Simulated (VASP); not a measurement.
# B4Ru (Pm-3m) in VASP: further runs

B4Ru is run at these levels: PBE; tasks: single point.

All numbers are computed with VASP 6.6.1; they aren't measurements. Logs are shortened: lines on timing, memory, paths and dates and some standing lists are left out, and cuts for length are marked.

### Step 1. The cell of the first run

The structure is cubic, space group Pm-3m (No. 221). The conventional cell has a = 3.461 Å, b = 3.461 Å, c = 3.461 Å, α = 90.00°, β = 90.00°, γ = 90.00°. Within 2.3 Å of B (site symmetry m-3m) lie 6 B at 1.73 Å. Within 2.3 Å of B (site symmetry 4/mmm) lie 2 B at 1.73 Å. Ru (site symmetry m-3m) has 20 B at 2.45 to 3.00 Å within 3.2 Å.

The cell was built from a structure type or drawn by symmetry, and may not be a known phase.

### Step 2. Single point, PBE, collinear spin, ferromagnetic start

Contents of INCAR:

```
SYSTEM = B4Ru
PREC = Accurate
ENCUT = 500
EDIFF = 1E-6
ISMEAR = 0
SIGMA = 0.1
LREAL = .False.
LASPH = .True.
NELM = 200
ALGO = Normal
ISIF = 2
LWAVE = .False.
LCHARG = .True.
ISPIN = 2
MAGMOM = 0 0 0 0 1
LORBIT = 11
LMAXMIX = 4
GGA = PE
LELF = .True.
LVHAR = .True.
NBANDS = 25
GGA_COMPAT = .False.
```

Contents of KPOINTS:

```
regular mesh
0
Gamma
  6 6 6
  0 0 0
```

Contents of POSCAR:

```
B4Ru
1.0
    3.4613378014      0.0000000000      0.0000000000
    0.0000000000      3.4613378014      0.0000000000
    0.0000000000      0.0000000000      3.4613378014
B Ru
4 1
Direct
    0.0000000000      0.0000000000      0.0000000000
    0.5000000000      0.0000000000      0.0000000000
    0.0000000000      0.5000000000      0.0000000000
    0.0000000000      0.0000000000      0.5000000000
    0.5000000000      0.5000000000      0.5000000000
```

Potentials or basis: VASP PAW PBE potentials, release 64 (B, Ru_pv).

Launch:

```bash
$ cat potpaw_PBE.64/B/POTCAR potpaw_PBE.64/Ru_pv/POTCAR > POTCAR
$ mpirun -np 1 vasp_std > vasp.out
```

OUTCAR:

```text
SYSTEM = B4Ru
   PREC = Accurate
   ENCUT = 500
   EDIFF = 1E-6
   ISMEAR = 0
   LREAL = .False.
   LASPH = .True.
   NELM = 200
   ISIF = 2
   ISPIN = 2
   LORBIT = 11
   GGA = PE

 ion  position               nearest neighbor table
   1  0.000  0.000  0.000-   2 1.73   3 1.73   4 1.73   4 1.73   3 1.73   2 1.73
   2  0.500  0.000  0.000-   1 1.73   1 1.73   5 2.45   5 2.45   5 2.45   5 2.45
   3  0.000  0.500  0.000-   1 1.73   1 1.73   5 2.45   5 2.45   5 2.45   5 2.45
   4  0.000  0.000  0.500-   1 1.73   1 1.73   5 2.45   5 2.45   5 2.45   5 2.45
   5  0.500  0.500  0.500-   2 2.45   3 2.45   4 2.45   2 2.45   3 2.45   2 2.45   4 2.45   2 2.45
                             3 2.45   4 2.45   3 2.45   4 2.45

  LATTYP: Found a simple cubic cell.
 ALAT       =     3.4613378014

  Lattice vectors:

 A1 = (   3.4613378014,   0.0000000000,   0.0000000000)
 A2 = (   0.0000000000,   3.4613378014,   0.0000000000)
 A3 = (   0.0000000000,   0.0000000000,   3.4613378014)

Analysis of symmetry for initial positions (statically):
=====================================================================
 Subroutine PRICEL returns:
 Original cell was already a primitive cell.

 Routine SETGRP: Setting up the symmetry group for a
 simple cubic supercell.

 Subroutine GETGRP returns: Found 48 space group operations
 (whereof 48 operations were pure point group operations)
 out of a pool of 48 trial point group operations.

The static configuration has the point symmetry O_h .

Analysis of symmetry for dynamics (positions and initial velocities):
=====================================================================
 Subroutine PRICEL returns:
 Original cell was already a primitive cell.

 Routine SETGRP: Setting up the symmetry group for a
 simple cubic supercell.

 Subroutine GETGRP returns: Found 48 space group operations
 (whereof 48 operations were pure point group operations)
 out of a pool of 48 trial point group operations.

The dynamic configuration has the point symmetry O_h .

Analysis of structural, dynamic, and magnetic symmetry:
=====================================================================
 Subroutine PRICEL returns:
 Original cell was already a primitive cell.

 Routine SETGRP: Setting up the symmetry group for a
 simple cubic supercell.

 Subroutine GETGRP returns: Found 48 space group operations
 (whereof 48 operations were pure point group operations)
 out of a pool of 48 trial point group operations.

The overall configuration has the point symmetry O_h .

 Subroutine INISYM returns: Found 48 space group operations
 (whereof 48 operations are pure point group operations),
 and found     1 'primitive' translations

----------------------------------------------------------------------------------------

                                     Primitive cell

  volume of cell :      41.4698

  direct lattice vectors                    reciprocal lattice vectors
     3.461337801  0.000000000  0.000000000     0.288905636  0.000000000  0.000000000
     0.000000000  3.461337801  0.000000000     0.000000000  0.288905636  0.000000000
     0.000000000  0.000000000  3.461337801     0.000000000  0.000000000  0.288905636

  length of vectors
     3.461337801  3.461337801  3.461337801     0.288905636  0.288905636  0.288905636

  position of ions in fractional coordinates (direct lattice)
     0.000000000  0.000000000  0.000000000
     0.500000000  0.000000000  0.000000000
     0.000000000  0.500000000  0.000000000
     0.000000000  0.000000000  0.500000000
     0.500000000  0.500000000  0.500000000

  ion indices of the primitive-cell ions
   primitive index   ion index
                 1           1
                 2           2
                 3           3
                 4           4
                 5           5

----------------------------------------------------------------------------------------

 KPOINTS: regular mesh

Automatic generation of k-mesh.
 Grid dimensions read from file:
 generate k-points for:    6    6    6

 Generating k-lattice:

  Cartesian coordinates                     Fractional coordinates (reciprocal lattice)
     0.048150939  0.000000000  0.000000000     0.166666667  0.000000000  0.000000000
     0.000000000  0.048150939  0.000000000     0.000000000  0.166666667  0.000000000
[... 34 lines left out ...]
  0.500000  0.500000  0.500000      1.000000
   k-points           NKPTS =     20   k-points in BZ     NKDIM =     20   number of bands    NBANDS=     25
   number of dos      NEDOS =    301   number of ions     NIONS =      5
   total plane-waves  NPLWV =  21952
   dimension x,y,z NGX =    28 NGY =   28 NGZ =   28
   dimension x,y,z NGXF=    56 NGYF=   56 NGZF=   56
   ions per type =               4   1
   NGX,Y,Z   is equivalent  to a cutoff of  13.45, 13.45, 13.45 a.u.
   NGXF,Y,Z  is equivalent  to a cutoff of  26.90, 26.90, 26.90 a.u.
 SYSTEM =  B4Ru
   PREC   = accura    normal or accurate (medium, high low for compatibility)
   ISTART =      0    job   : 0-new  1-cont  2-samecut
   ICHARG =      2    charge: 1-file 2-atom 10-const
   ISPIN  =      2    spin polarized calculation?
   LNONCOLLINEAR =      F non collinear calculations
   LSORBIT =      F    spin-orbit coupling
   LASPH  =      T    aspherical Exc in radial PAW
   ENCUT  =  500.0 eV  36.75 Ry    6.06 a.u.   6.31  6.31  6.31*2*pi/ulx,y,z
   NELM   =    200;   NELMIN=  2; NELMDL= -5     # of ELM steps
   EDIFF  = 0.1E-05   stopping-criterion for ELM
   LREAL  =      F    real-space projection
   EDIFFG = 0.1E-04   stopping-criterion for IOM
   NSW    =      0    number of steps for IOM
   IBRION =     -1    ionic relax: 0-MD 1-quasi-New 2-CG
   NFREE  =      0    steps in history (QN), initial steepest desc. (CG)
   ISIF   =      2    stress and relaxation
   ISYM   =      2    0-nonsym 1-usesym 2-fastsym
   POTIM  = 0.5000    time-step for ionic-motion
   TEBEG  =    0.0;   TEEND  =   0.0 temperature during run
   PSTRESS=    0.0 pullay stress
   NELECT =      26.0000    total number of electrons
   NUPDOWN=      -1.0000    fix difference up-down
   EMIN   =  10.00;   EMAX   =-10.00  energy-range for DOS
   EFERMI =   0.00;   METHOD = LEGACY
   ISMEAR =     0;   SIGMA  =   0.10  broadening in eV -4-tet -1-fermi 0-gaus
   EFERMI_NEDOS =   21; number of points for ismear=-14 and -15
   IALGO  =     38    algorithm
   IMIX   =      4    mixing-type and parameters
     AMIX     =   0.40;   BMIX     =  1.00
     AMIX_MAG =   1.60;   BMIX_MAG =  1.00
  volume/ion in A,a.u.               =       8.29        55.97
  Fermi-wavevector in a.u.,A,eV,Ry     =   1.401163  2.647814 26.711739  1.963257
  Thomas-Fermi vector in A             =   2.524051
   LORBIT       =     11    0 simple, 1 ext, 2 COOP (PROOUT), +10 PAW based schemes
   GGA     = PE    functional components
   LHFCALC =     F    Hartree Fock is set to
   AEXX    =    0.0000 exact exchange contribution
   IVDW    =     0    specifies the selected vdW correction
   LEPSILON=     F    determine dielectric tensor
   LRPA    =     F    only Hartree local field effects (RPA)
 spin polarized calculation
 Gauss-broadening in eV      SIGMA  =   0.10
  energy-cutoff  :      500.00
  volume of cell :       41.47
 maximum number of plane-waves:      1068
 NGX is ok and might be reduce to    28
   NGX = 13   NGY = 13   NGZ = 13

 number of electron      25.9999994 magnetization       0.0133451

 number of electron      25.9999994 magnetization      -0.0002396

 Free energy of the ion-electron system (eV)
  ---------------------------------------------------
  ext. energy  EPLUGINS =         0.00000000
  ---------------------------------------------------
  free energy    TOTEN  =       -29.75309486 eV

  energy without entropy =      -29.73042250  energy(sigma->0) =      -29.74175868

 E-fermi :   9.7422     XC(G=0): -12.7810

 val. band max:        9.7353168383   @ k =   0.3333   0.1667   0.1667
 cond. band min:       9.7515928072   @ k =   0.5000   0.1667   0.1667
 fundamental gap:      0.0162759688
 Fermi energy:         9.7421778878

 spin component 1

 k-point     1 :       0.0000    0.0000    0.0000
  band No.  band energies     occupation
      1     -32.9485      1.00000
      2     -32.9485      1.00000
      3     -32.9485      1.00000
      4      -5.8273      1.00000
      5       2.4455      1.00000
      6       2.4455      1.00000
[... 549 lines left out ...]
     24      20.6569      0.00000
     25      21.2610      0.00000
 Fermi energy:         9.7421778878

 spin component 2

 k-point     1 :       0.0000    0.0000    0.0000
  band No.  band energies     occupation
      1     -32.9482      1.00000
      2     -32.9482      1.00000
      3     -32.9482      1.00000
      4      -5.8275      1.00000
      5       2.4454      1.00000
      6       2.4454      1.00000
[... 549 lines left out ...]
     24      20.6567      0.00000
     25      21.2613      0.00000

------------------------ aborting loop because EDIFF is reached ----------------------------------------

  FORCE on cell =-STRESS in cart. coord.  units (eV):
  Direction    XX          YY          ZZ          XY          YZ          ZX
  --------------------------------------------------------------------------------------
  -------------------------------------------------------------------------------------
  Total        0.0045733      0.0045733      0.0045733     -0.0000000     -0.0000000      0.0000000
  in kB        0.1766902      0.1766902      0.1766902     -0.0000000     -0.0000000      0.0000000
  external PRESSURE =       0.1766902 kB  Pullay stress =       0.0000000 kB

 VOLUME and BASIS-vectors are now :
 -----------------------------------------------------------------------------
  energy-cutoff  :      500.00
  volume of cell :       41.47
      direct lattice vectors                 reciprocal lattice vectors
     3.461337801  0.000000000  0.000000000     0.288905636  0.000000000  0.000000000
     0.000000000  3.461337801  0.000000000     0.000000000  0.288905636  0.000000000
     0.000000000  0.000000000  3.461337801     0.000000000  0.000000000  0.288905636

 POSITION                                       TOTAL-FORCE (eV/Angst)
 -----------------------------------------------------------------------------------
      0.00000      0.00000      0.00000         0.000000      0.000000      0.000000
      1.73067      0.00000      0.00000         0.000000      0.000000      0.000000
      0.00000      1.73067      0.00000         0.000000      0.000000      0.000000
      0.00000      0.00000      1.73067         0.000000      0.000000      0.000000
      1.73067      1.73067      1.73067         0.000000      0.000000      0.000000
 -----------------------------------------------------------------------------------
    total drift:                                0.000000      0.000000      0.000000

  FREE ENERGIE OF THE ION-ELECTRON SYSTEM (eV)
  ---------------------------------------------------
  free  energy   TOTEN  =       -29.7530948645 eV

  energy  without entropy=      -29.7304225048  energy(sigma->0) =      -29.74175868

 total charge

# of ion       s       p       d       tot
------------------------------------------
    1        0.710   1.431   0.000   2.142
    2        0.695   1.027   0.000   1.723
    3        0.695   1.027   0.000   1.723
    4        0.695   1.027   0.000   1.723
    5        0.297   6.165   6.233  12.696
--------------------------------------------------
tot          3.093  10.679   6.233  20.006

 magnetization (x)

# of ion       s       p       d       tot
------------------------------------------
    1        0.000   0.000   0.000   0.000
    2       -0.000  -0.000   0.000  -0.000
    3       -0.000  -0.000   0.000  -0.000
    4       -0.000  -0.000   0.000  -0.000
    5        0.000  -0.000   0.000   0.000
--------------------------------------------------
tot         -0.000  -0.000   0.000  -0.000
```

Run time: 72 s. Hardware: 1 thread of AMD EPYC 7R43 (Zen 3), shared host; peak memory 0.14 GiB.

What came out:

| Property | Result |
| --- | --- |
| Free energy | -29.7531 eV |
| Pressure | 0.0 GPa |
| Band gap on the k mesh | zero (filled and empty bands overlap) |
| Net moment | 0.00 μB per cell |
| Valence electrons inside the program's atomic spheres | B 2.14, 1.72 (each value once); Ru 12.70 |

### Step 3. Single point, PBE

Contents of INCAR:

```
  PREC = Accurate
  ENCUT = 500
  EDIFF = 1E-6
  ISMEAR = -5
  SIGMA = 0.1
  LREAL = F
  LASPH = T
  NELM = 120
  ALGO = Normal
  ISIF = 2
  LWAVE = F
  LCHARG = F
  GGA = PE
  NBANDS = 21
  GGA_COMPAT = F
```

Contents of KPOINTS:

```
regular mesh
0
Gamma
  12 12 12
```

POSCAR, as its differences from that of step 2:

```diff
@@ -2,5 +2,5 @@
 1.0
-    3.4613378014      0.0000000000      0.0000000000
-    0.0000000000      3.4613378014      0.0000000000
-    0.0000000000      0.0000000000      3.4613378014
+    3.4619277694      0.0000000000      0.0000000000
+    0.0000000000      3.4619277694      0.0000000000
+    0.0000000000      0.0000000000      3.4619277694
 B Ru
```

Potentials or basis: VASP PAW PBE potentials, release 64 (B, Ru_pv).

Launch:

```bash
$ cat potpaw_PBE.64/B/POTCAR potpaw_PBE.64/Ru_pv/POTCAR > POTCAR
$ mpirun -np 1 vasp_std > vasp.out
```

It took 1.8 min on 1 thread of AMD EPYC 7R43 (Zen 3), shared host; peak memory 0.17 GiB.

The run converged. Its results:

| Item | Value |
| --- | --- |
| Free energy | -29.7947 eV |
| Pressure | -0.1 GPa |
| Band gap on the k mesh | zero (bands 13 and 14 overlap by 1.59 eV) |

Levels at points of the mesh, in eV from the Fermi level:
| k point | band 9 | band 10 | band 11 | band 12 | band 13 | band 14 | band 15 | band 16 | band 17 | band 18 |
| --- | --- | --- | --- | --- | --- | --- | --- | --- | --- | --- |
| (0.00, 0.00, 0.00) | -5.84 | -1.77 | -1.77 | -1.77 | 0.01 | 1.94 | 1.94 | 2.59 | 2.59 | 2.59 |
| (0.50, 0.00, 0.00) | -1.95 | -1.59 | -1.32 | -1.32 | -1.21 | -0.70 | -0.48 | -0.48 | 1.84 | 5.56 |
| (0.50, 0.50, 0.00) | -4.17 | -4.17 | -2.86 | -1.05 | -0.33 | 1.56 | 1.56 | 2.46 | 4.84 | 4.84 |
| (0.50, 0.50, 0.50) | -5.20 | -5.20 | -0.73 | -0.73 | 0.26 | 0.26 | 0.26 | 3.21 | 5.13 | 5.13 |

Caveat: tetrahedron occupations give inexact forces and stress in metals.
